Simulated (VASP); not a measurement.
Here is a VASP 6.6.1 calculation.

The input INCAR:

```
ALGO = Normal
EDIFF = 1E-6
ENCUT = 520
GGA = PE
ISIF = 2
ISMEAR = 0
LASPH = T
LCHARG = T
LELF = T
LREAL = F
LVHAR = T
LWAVE = F
NBANDS = 43
NELM = 80
PREC = Accurate
SIGMA = 0.1
```

The input KPOINTS:

```
k-points
0
Gamma
  3 3 3
```

POSCAR

```
CsLaGe
1.0
    3.4728497500      2.0050507400      5.6142712000
   -3.4728497500      2.0050507400      5.6142712000
    0.0000000000     -4.0101014800      5.6142712000
Cs La Ge
2 2 2
Direct
    0.5000000000      0.5000000000      0.5000000000
    0.0000000000      0.0000000000      0.0000000000
    0.3394014800      0.3394014800      0.3394014800
    0.6605985200      0.6605985200      0.6605985200
    0.7801235300      0.7801235300      0.7801235300
    0.2198764700      0.2198764700      0.2198764700
```

Potentials or basis: VASP PAW PBE potentials, release 64 (Cs_sv, La, Ge_d).

Command:

```sh
$ cat potpaw_PBE.64/Cs_sv/POTCAR potpaw_PBE.64/La/POTCAR potpaw_PBE.64/Ge_d/POTCAR > POTCAR
$ mpirun -np 1 vasp_std > vasp.out
```

Task: Predict the largest force.

Result: 15.789 eV/Å.

Task: What does it give for the pressure?

Result: 19.4 GPa.

Task: Estimate the band gap on the k mesh.

Result: Zero (bands 34 and 35 overlap by 0.51 eV).

Stress tensor (GPa, compression positive):
```
-1.29  0.00  0.00
 0.00 -1.29  0.00
 0.00  0.00 60.64
```

Caveat: the k points lie up to 0.37 Å⁻¹ apart, too coarse for converged energies and pressures of a metal; spin-orbit coupling is left out, which moves the levels of the heavy elements; forces of over 1 eV/Å act on the atoms, so gaps and moduli don't describe the material at rest.
